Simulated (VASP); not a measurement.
Wanted: the native input for a VASP 6.6.1 run.

| Item | Value |
| --- | --- |
| Task | single point |
| Functional | PBE |
| Potentials or basis | VASP PAW PBE potentials, release 64 (Sn_d, Te) |
| Cutoff | 520 eV |
| k mesh | 10 × 10 × 10 |
| Occupations | gaussian, width 0.03 eV |
| Spin | no spin polarisation |
| Dipole correction | no |
| Further INCAR settings | ALGO = Normal; EDIFF = 1e-06; NBANDS = 17 |

The structure of SnTe lies in POSCAR:

```
SnTe
1.0
    0.0000000000      2.9039800000      3.4090200000
    2.9039800000      0.0000000000      3.4090200000
    2.9039800000      2.9039800000      0.0000000000
Sn Te
1 1
Direct
    0.0000000000      0.0000000000      0.0000000000
    0.5000000000      0.5000000000      0.5000000000
```

This cell differs from its parent crystal: strain -0.080 along x and y, +0.080 along z.

These files were run (other wordings do the same):

INCAR

```
PREC = Accurate ; ENCUT = 520
EDIFF = 1E-6 ; ISMEAR = 0
SIGMA = 0.03 ; LREAL = F
LASPH = T ; NELM = 100
ALGO = Normal ; ISIF = 2
LWAVE = F ; LCHARG = F
GGA = PE ; NBANDS = 17
```

KPOINTS

```
Automatic mesh
0
Gamma
  10 10 10
```

Potentials or basis: VASP PAW PBE potentials, release 64 (Sn_d, Te).

Launch:

```bash
$ cat potpaw_PBE.64/Sn_d/POTCAR potpaw_PBE.64/Te/POTCAR > POTCAR
$ mpirun -np 1 vasp_std > vasp.out
```

Results of the run:

```yaml
Pressure: 10.7 GPa
Band_gap_on_the_k_mesh: zero (band 10 reaches 8.58 eV, above the bottom of band 11 at 7.70 eV)
```

Caveat: the cell differs from its parent crystal (strain -0.080 along x and y, +0.080 along z); spin-orbit coupling is left out, which moves the levels of the heavy elements.

Wall time 120 s on 1 thread of AMD EPYC 7R43 64-Core Processor (Zen 3), on a shared host, peak memory 0.22 GiB.
